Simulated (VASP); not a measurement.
P, 4 atoms in the cell. Symmetry: Cmce, No. 64, orthorhombic system. Conventional cell: a = 3.310 Å, b = 11.285 Å, c = 4.558 Å, α = 90.00°, β = 90.00°, γ = 90.00°. Within 2.9 Å of P (site symmetry m) lie 3 P at 2.23 to 2.26 Å. 

| Item | Value |
| --- | --- |
| Program | VASP 6.6.1 |
| Task | single point |
| Functional | PBE |
| Potentials or basis | VASP PAW PBE potentials, release 64 (P) |
| Cutoff | 520 eV |
| k mesh | 12 × 12 × 8 |
| Occupations | gaussian, width 0.01 eV |
| Spin | no spin polarisation |
| Dipole correction | no |
| Further INCAR settings | ALGO = Normal; EDIFF = 1e-06; NBANDS = 18 |

Potentials or basis: VASP PAW PBE potentials, release 64 (P).

Run with:

```bash
$ cat potpaw_PBE.64/P/POTCAR > POTCAR
$ mpirun -np 1 vasp_std > vasp.out
```

Hardware: 1 thread of AMD EPYC 7R43 64-Core Processor (Zen 3), with other jobs on the host.

Task: How long does it take, and how much memory?

Result: It took 5.9 min on 1 thread of AMD EPYC 7R43 64-Core Processor (Zen 3) (shared host), peak memory 0.37 GiB. Counts: scf iterations 12, k points 215.
